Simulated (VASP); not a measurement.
A run of VASP 6.6.1:

The input INCAR:

```
  PREC = Accurate
  ENCUT = 520
  EDIFF = 1E-6
  ISMEAR = -1
  SIGMA = 0.02
  LREAL = False
  LASPH = True
  NELM = 60
  ALGO = Normal
  ISIF = 2
  LWAVE = False
  LCHARG = False
  GGA = PE
  NBANDS = 16
```

File KPOINTS:

```
regular mesh
0
Gamma
  12 12 6
```

The input POSCAR:

```
SiC
1.0
    3.0138491144      0.0000000000      0.0000000000
   -1.5069245572      2.6100698963      0.0000000000
    0.0000000000      0.0000000000      4.9471459292
Si C
2 2
Direct
    0.3333333333      0.6666666667     -0.0003531274
    0.6666666667      0.3333333333      0.4996468726
    0.3333333333      0.6666666667      0.3753531274
    0.6666666667      0.3333333333      0.8753531274
```

Potentials or basis: VASP PAW PBE potentials, release 64 (Si, C).

The run is started by

```sh
$ cat potpaw_PBE.64/Si/POTCAR potpaw_PBE.64/C/POTCAR > POTCAR
$ mpirun -np 1 vasp_std > vasp.out
```

Hardware: 1 thread of Intel(R) Xeon(R) 6975P-C (Granite Rapids), with other jobs on the host.

Estimate the wall time of this run.

It took 18 s on 1 thread of Intel(R) Xeon(R) 6975P-C (Granite Rapids), on a shared host, peak memory 0.17 GiB. Counts: scf iterations 12, k points 76.
